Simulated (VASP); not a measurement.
# CaSe (Pm-3m) in VASP: a series of runs

Runs on CaSe. Level: PBE. Tasks: G0W0 quasiparticle levels.

Program: VASP 6.6.1. These are calculated values, not measurements. Logs are shortened: lines on timing, memory, paths and dates and some standing lists are left out, and cuts for length are marked.

### 1 The cell of the first run

It takes space group Pm-3m (No. 221, cubic). Conventional cell: a = 3.635 Å, b = 3.635 Å, c = 3.635 Å, α = 90.00°, β = 90.00°, γ = 90.00°. Within 4.1 Å of Ca (site symmetry m-3m) lie 8 Se at 3.15 Å and 6 Ca at 3.63 Å. Se (site symmetry m-3m) has 8 Ca at 3.15 Å and 6 Se at 3.63 Å within 4.1 Å.

### 2 G0W0 quasiparticle levels, PBE

The input, POSCAR:

```
CaSe
1.0
    3.6347849166      0.0000000000      0.0000000000
    0.0000000000      3.6347849166      0.0000000000
    0.0000000000      0.0000000000      3.6347849166
Ca Se
1 1
Direct
    0.0000000000      0.0000000000      0.0000000000
    0.5000000000      0.5000000000      0.5000000000
```

The input, INCAR.step1:

```
SYSTEM = CaSe
  PREC = Accurate
  ENCUT = 500
  EDIFF = 1E-8
  ISMEAR = 0
  SIGMA = 0.01
  LREAL = .False.
  LASPH = .True.
  NELM = 100
  ALGO = Normal
  LWAVE = .True.
  LCHARG = .False.
  GGA = PE
```

The input, INCAR.step2:

```
SYSTEM = CaSe
  PREC = Accurate
  ENCUT = 500
  EDIFF = 1E-8
  ISMEAR = 0
  SIGMA = 0.01
  LREAL = .False.
  LASPH = .True.
  NELM = 1
  ALGO = Exact
  LWAVE = .True.
  LCHARG = .False.
  GGA = PE
  NBANDS = 271
  LOPTICS = .True.
  ISTART = 1
```

The input, INCAR.step3:

```
SYSTEM = CaSe
  PREC = Accurate
  ENCUT = 500
  EDIFF = 1E-8
  ISMEAR = 0
  SIGMA = 0.01
  LREAL = .False.
  LASPH = .True.
  ALGO = EVGW0
  LWAVE = .False.
  LCHARG = .False.
  GGA = PE
  NELMGW = 1
  NBANDS = 271
  ENCUTGW = 180.0
  NOMEGA = 48
  PRECFOCK = Fast
  ISTART = 1
  NBANDSGW = 16
```

The input, KPOINTS:

```
Automatic mesh
0
Gamma
  4 4 4
  0 0 0
```

Potentials or basis: VASP PAW PBE potentials, release 64 (Ca_sv_GW, Se_GW).

On the command line:

```sh
$ cat potpaw_PBE.64/Ca_sv_GW/POTCAR potpaw_PBE.64/Se_GW/POTCAR > POTCAR
$ cp INCAR.step1 INCAR
$ mpirun -np 1 vasp_std > vasp.out
$ cp INCAR.step2 INCAR
$ mpirun -np 1 vasp_std > vasp.out
$ cp INCAR.step3 INCAR
$ mpirun -np 1 vasp_std > vasp.out
```

OUTCAR:

```text
SYSTEM = CaSe
   PREC = Accurate
   ENCUT = 500
   EDIFF = 1E-8
   ISMEAR = 0
   LREAL = .False.
   LASPH = .True.
   GGA = PE
   NELMGW = 1
   ENCUTGW = 180.0
   PRECFOCK = Fast
   ISTART = 1

 ion  position               nearest neighbor table
   1  0.000  0.000  0.000-   2 3.15   2 3.15   2 3.15   2 3.15   2 3.15   2 3.15   2 3.15   2 3.15

   2  0.500  0.500  0.500-   1 3.15   1 3.15   1 3.15   1 3.15   1 3.15   1 3.15   1 3.15   1 3.15

  LATTYP: Found a simple cubic cell.
 ALAT       =     3.6347849166

  Lattice vectors:

 A1 = (   3.6347849166,   0.0000000000,   0.0000000000)
 A2 = (   0.0000000000,   3.6347849166,   0.0000000000)
 A3 = (   0.0000000000,   0.0000000000,   3.6347849166)

Analysis of symmetry for initial positions (statically):
=====================================================================
 Subroutine PRICEL returns:
 Original cell was already a primitive cell.

 Routine SETGRP: Setting up the symmetry group for a
 simple cubic supercell.

 Subroutine GETGRP returns: Found 48 space group operations
 (whereof 48 operations were pure point group operations)
 out of a pool of 48 trial point group operations.

The static configuration has the point symmetry O_h .

Analysis of symmetry for dynamics (positions and initial velocities):
=====================================================================
 Subroutine PRICEL returns:
 Original cell was already a primitive cell.

 Routine SETGRP: Setting up the symmetry group for a
 simple cubic supercell.

 Subroutine GETGRP returns: Found 48 space group operations
 (whereof 48 operations were pure point group operations)
 out of a pool of 48 trial point group operations.

The dynamic configuration has the point symmetry O_h .

 Subroutine INISYM returns: Found 48 space group operations
 (whereof 48 operations are pure point group operations),
 and found     1 'primitive' translations

----------------------------------------------------------------------------------------

                                     Primitive cell

  volume of cell :      48.0215

  direct lattice vectors                    reciprocal lattice vectors
     3.634784917  0.000000000  0.000000000     0.275119443  0.000000000  0.000000000
     0.000000000  3.634784917  0.000000000     0.000000000  0.275119443  0.000000000
     0.000000000  0.000000000  3.634784917     0.000000000  0.000000000  0.275119443

  length of vectors
     3.634784917  3.634784917  3.634784917     0.275119443  0.275119443  0.275119443

  position of ions in fractional coordinates (direct lattice)
     0.000000000  0.000000000  0.000000000
     0.500000000  0.500000000  0.500000000

  ion indices of the primitive-cell ions
   primitive index   ion index
                 1           1
                 2           2

----------------------------------------------------------------------------------------

 KPOINTS: Automatic mesh

Automatic generation of k-mesh.
 Grid dimensions read from file:
 generate k-points for:    4    4    4

 Generating k-lattice:

  Cartesian coordinates                     Fractional coordinates (reciprocal lattice)
     0.068779861  0.000000000  0.000000000     0.250000000  0.000000000  0.000000000
     0.000000000  0.068779861  0.000000000     0.000000000  0.250000000  0.000000000
     0.000000000  0.000000000  0.068779861     0.000000000  0.000000000  0.250000000

  Length of vectors
     0.068779861  0.068779861  0.068779861

  Shift w.r.t. Gamma in fractional coordinates (k-lattice)
     0.000000000  0.000000000  0.000000000

 Subroutine IBZKPT returns following result:
 ===========================================

 Found     10 irreducible k-points:

 Following reciprocal coordinates:
            Coordinates               Weight
  0.000000  0.000000  0.000000      1.000000
  0.250000  0.000000  0.000000      6.000000
  0.500000  0.000000  0.000000      3.000000
  0.250000  0.250000  0.000000     12.000000
  0.500000  0.250000  0.000000     12.000000
  0.500000  0.500000  0.000000      3.000000
  0.250000  0.250000  0.250000      8.000000
  0.500000  0.250000  0.250000     12.000000
  0.500000  0.500000  0.250000      6.000000
  0.500000  0.500000  0.500000      1.000000
   k-points           NKPTS =     10   k-points in BZ     NKDIM =     64   number of bands    NBANDS=    271
   number of dos      NEDOS =    301   number of ions     NIONS =      2
   total plane-waves  NPLWV =  21952
   dimension x,y,z NGX =    28 NGY =   28 NGZ =   28
   dimension x,y,z NGXF=    56 NGYF=   56 NGZF=   56
   ions per type =               1   1
   NGX,Y,Z   is equivalent  to a cutoff of  12.81, 12.81, 12.81 a.u.
   NGXF,Y,Z  is equivalent  to a cutoff of  25.61, 25.61, 25.61 a.u.
 SYSTEM =  CaSe
   PREC   = accura    normal or accurate (medium, high low for compatibility)
   ISTART =      1    job   : 0-new  1-cont  2-samecut
   ICHARG =      0    charge: 1-file 2-atom 10-const
   ISPIN  =      1    spin polarized calculation?
   LNONCOLLINEAR =      F non collinear calculations
   LSORBIT =      F    spin-orbit coupling
   LASPH  =      T    aspherical Exc in radial PAW
   ENCUT  =  500.0 eV  36.75 Ry    6.06 a.u.   6.63  6.63  6.63*2*pi/ulx,y,z
   NELM   =     60;   NELMIN=  2; NELMDL=  0     # of ELM steps
   EDIFF  = 0.1E-07   stopping-criterion for ELM
   LREAL  =      F    real-space projection
   EDIFFG = 0.1E-06   stopping-criterion for IOM
   NSW    =      0    number of steps for IOM
   IBRION =     -1    ionic relax: 0-MD 1-quasi-New 2-CG
   NFREE  =      0    steps in history (QN), initial steepest desc. (CG)
   ISIF   =      0    stress and relaxation
   ISYM   =      3    0-nonsym 1-usesym 2-fastsym
   POTIM  = 0.5000    time-step for ionic-motion
   TEBEG  =    0.0;   TEEND  =   0.0 temperature during run
   PSTRESS=    0.0 pullay stress
   NELECT =      16.0000    total number of electrons
   NUPDOWN=      -1.0000    fix difference up-down
   EMIN   =  10.00;   EMAX   =-10.00  energy-range for DOS
   EFERMI =   0.00;   METHOD = LEGACY
   ISMEAR =     0;   SIGMA  =   0.01  broadening in eV -4-tet -1-fermi 0-gaus
   EFERMI_NEDOS =   21; number of points for ismear=-14 and -15
   IALGO  =     38    algorithm
   IMIX   =      4    mixing-type and parameters
     AMIX     =   0.40;   BMIX     =  1.00
     AMIX_MAG =   1.60;   BMIX_MAG =  1.00
  volume/ion in A,a.u.               =      24.01       162.03
  Fermi-wavevector in a.u.,A,eV,Ry     =   1.134931  2.144709 17.525233  1.288068
  Thomas-Fermi vector in A             =   2.271635
   LORBIT       =      0    0 simple, 1 ext, 2 COOP (PROOUT), +10 PAW based schemes
   GGA     = PE    functional components
   LHFCALC =     T    Hartree Fock is set to
   PRECFOCK=fast      Normal, Fast or Accurate (Low or Medium for compatibility)
   ENCUT4O =  -1.0   cutoff for four orbital integrals eV
   NKREDX  =     1    reduce k-point grid by
   NKREDY  =     1    reduce k-point grid by
   NKREDZ  =     1    reduce k-point grid by
   AEXX    =    1.0000 exact exchange contribution
   HFSCREEN=    0.0000 screening length (either q_TF or 0.3 A-1)
   HFSCREENC=   0.0000 screening length for correlation (either q_TF or 0.3 A-1)
   ENCUTFOCK=  -1.0 apply spherical cutoff to Coloumb kernel
   IVDW    =     0    specifies the selected vdW correction
   LEPSILON=     F    determine dielectric tensor
   LRPA    =     F    only Hartree local field effects (RPA)
   LRPAFORCE           =     F    calculate RPA forces
   ENCUTGW             = 180.0    cutoff for response function in eV
   ENCUTGWSOFT         = 144.0    soft cutoff for Coulomb kernel in GW response function in eV
   ENCUTLF             =  -1.0    cutoff for local field effects
   NELMGW              =     1    number of iterations in solving QP/BSE equation
   NELMHF              =     1    number of iterations in the inner HF iteration
   NKREDLFX            =     1    NKREDLFY  =   1   NKREDLFZ  =   1
 non-spin polarized calculation
 Gauss-broadening in eV      SIGMA  =   0.01
  energy-cutoff  :      500.00
  volume of cell :       48.02
 maximum number of plane-waves:      1234
 NGX is ok and might be reduce to    28
  NGX = 16; NGY = 16; NGZ = 16
   NGX = 13   NGY = 13   NGZ = 13
 maximum number of plane-waves:       280

 QP shifts <psi_nk| G(iteration)W_0 |psi_nk>: iteration 1
 for sc-GW calculations column KS-energies equals QP-energies in previous step
 and V_xc(KS)=  KS-energies - (<T + V_ion + V_H > + <T+V_H+V_ion>^1  + <V_x>^1)

 k-point   1 :       0.0000    0.0000    0.0000
  band No.  KS-energies  QP-energies   sigma(KS)   V_xc(KS)     V^pw_x(r,r')   Z            occupation Imag(sigma)

      1     -35.7799     -36.7606     -22.4480     -20.7166     -34.4249       0.5664       2.0000       1.1863
      2     -16.7152     -18.3694     -22.4414     -19.9924     -27.9086       0.6755       2.0000       0.4893
      3     -16.7152     -18.3694     -22.4414     -19.9924     -27.9086       0.6755       2.0000       0.4893
      4     -16.7152     -18.3694     -22.4414     -19.9924     -27.9086       0.6755       2.0000       0.4893
      5      -7.4331      -8.3156     -13.6139     -12.3140     -19.7604       0.6789       2.0000       1.4228
      6       4.7262       3.7875     -13.1536     -11.9188     -14.5941       0.7602       2.0000       0.1987
[... 8 lines left out ...]
     15      14.6933      15.8701     -11.3665     -12.8898      -5.7400       0.7725       0.0000      -0.6937
     16      14.6933      15.8701     -11.3665     -12.8898      -5.7400       0.7725       0.0000      -0.6937

 k-point   2 :       0.2500    0.0000    0.0000
  band No.  KS-energies  QP-energies   sigma(KS)   V_xc(KS)     V^pw_x(r,r')   Z            occupation Imag(sigma)

      1     -35.7736     -36.7566     -22.4553     -20.7250     -34.4317       0.5681       2.0000       1.1867
      2     -16.8073     -18.4366     -22.2647     -19.8325     -27.7866       0.6698       2.0000       0.5305
      3     -16.7067     -18.3606     -22.4518     -20.0069     -27.9157       0.6765       2.0000       0.4863
      4     -16.7067     -18.3606     -22.4518     -20.0069     -27.9157       0.6765       2.0000       0.4863
      5      -7.0926      -7.9651     -13.8625     -12.5782     -19.8572       0.6794       2.0000       1.3388
      6       2.1667       1.2137     -11.9585     -10.6761     -13.9146       0.7431       2.0000       0.2892
[... 8 lines left out ...]
     15      13.3170      13.8896      -9.7209     -10.4620      -4.7274       0.7728       0.0000      -0.4342
     16      15.4195      16.4728     -11.5276     -12.8827      -5.7454       0.7773       0.0000      -0.7772

 k-point   3 :       0.5000    0.0000    0.0000
  band No.  KS-energies  QP-energies   sigma(KS)   V_xc(KS)     V^pw_x(r,r')   Z            occupation Imag(sigma)

      1     -35.7673     -36.7539     -22.4626     -20.7333     -34.4385       0.5705       2.0000       1.1871
      2     -16.8972     -18.5086     -22.0965     -19.6813     -27.6727       0.6672       2.0000       0.5724
      3     -16.6982     -18.3525     -22.4615     -20.0215     -27.9216       0.6780       2.0000       0.4831
      4     -16.6982     -18.3525     -22.4615     -20.0215     -27.9216       0.6780       2.0000       0.4831
      5      -6.6940      -7.5445     -14.1775     -12.9243     -20.0046       0.6786       2.0000       1.2433
      6       0.6741      -0.3575     -11.6041     -10.1942     -14.2195       0.7317       2.0000       0.4234
[... 114 lines left out ...]
      1     -35.7493     -36.7496     -22.4892     -20.7563     -34.4567       0.5772       2.0000       1.1911
      2     -16.8444     -18.4768     -22.2350     -19.7974     -27.7385       0.6697       2.0000       0.5091
      3     -16.8444     -18.4768     -22.2350     -19.7974     -27.7385       0.6697       2.0000       0.5091
      4     -16.7581     -18.4013     -22.3646     -19.9319     -27.8388       0.6755       2.0000       0.4881
      5      -6.1216      -6.9240     -14.2106     -13.0306     -19.8907       0.6800       2.0000       1.1660
      6       1.9620       0.9785     -12.3099     -10.9776     -14.5254       0.7383       2.0000       0.3104
[... 8 lines left out ...]
     15      12.8320      13.7420     -11.6049     -12.8265      -5.9584       0.7450       0.0000      -0.5947
     16      12.8320      13.7420     -11.6049     -12.8265      -5.9584       0.7450       0.0000      -0.5947

 k-point  10 :       0.5000    0.5000    0.5000
  band No.  KS-energies  QP-energies   sigma(KS)   V_xc(KS)     V^pw_x(r,r')   Z            occupation Imag(sigma)

      1     -35.7435     -36.7455     -22.4986     -20.7637     -34.4632       0.5776       2.0000       1.1914
      2     -16.8313     -18.4548     -22.2471     -19.8229     -27.7432       0.6697       2.0000       0.4989
      3     -16.8313     -18.4548     -22.2471     -19.8229     -27.7432       0.6697       2.0000       0.4989
      4     -16.8313     -18.4548     -22.2471     -19.8229     -27.7432       0.6697       2.0000       0.4989
      5      -5.8160      -6.5977     -14.3812     -13.2269     -19.9448       0.6772       2.0000       1.1006
      6       1.8934       0.9664     -12.1983     -10.9395     -14.3791       0.7364       2.0000       0.3153
[... 8 lines left out ...]
     15      11.3385      13.0052     -13.9528     -16.3091      -8.1060       0.7073       0.0000      -0.4729
     16      11.3385      13.0052     -13.9528     -16.3091      -8.1060       0.7073       0.0000      -0.4729
```

It took 12 min on 1 thread of Intel Xeon 8259CL, shared host; peak memory 0.64 GiB.

Results:

```
Band gap on the k mesh, mean-field level : 0.74 eV, direct
Quasiparticle gap                        : 2.10 eV
Least direct quasiparticle gap           : 2.10 eV
```

Levels at points of the mesh, in eV from the valence-band top:
```tsv
k point	band 4	band 5	band 6	band 7	band 8	band 9	band 10	band 11	band 12
(0.00, 0.00, 0.00)	-22.31	-13.03	-0.87	-0.87	-0.87	1.06	1.06	2.06	4.33
(0.50, 0.00, 0.00)	-22.30	-12.29	-4.92	-1.05	-1.05	1.98	4.58	4.59	4.76
(0.50, 0.50, 0.00)	-22.28	-11.98	-3.57	-3.57	0.00	0.74	2.90	3.13	3.13
(0.50, 0.50, 0.50)	-22.43	-11.41	-3.71	-3.71	-3.71	3.81	3.81	3.81	5.42
```

Caveat: the k points lie up to 0.43 Å⁻¹ apart; bands, screening cutoff and mesh are small and nothing is extrapolated, so the quasiparticle values aren't converged.

[end of part 1 of 2]
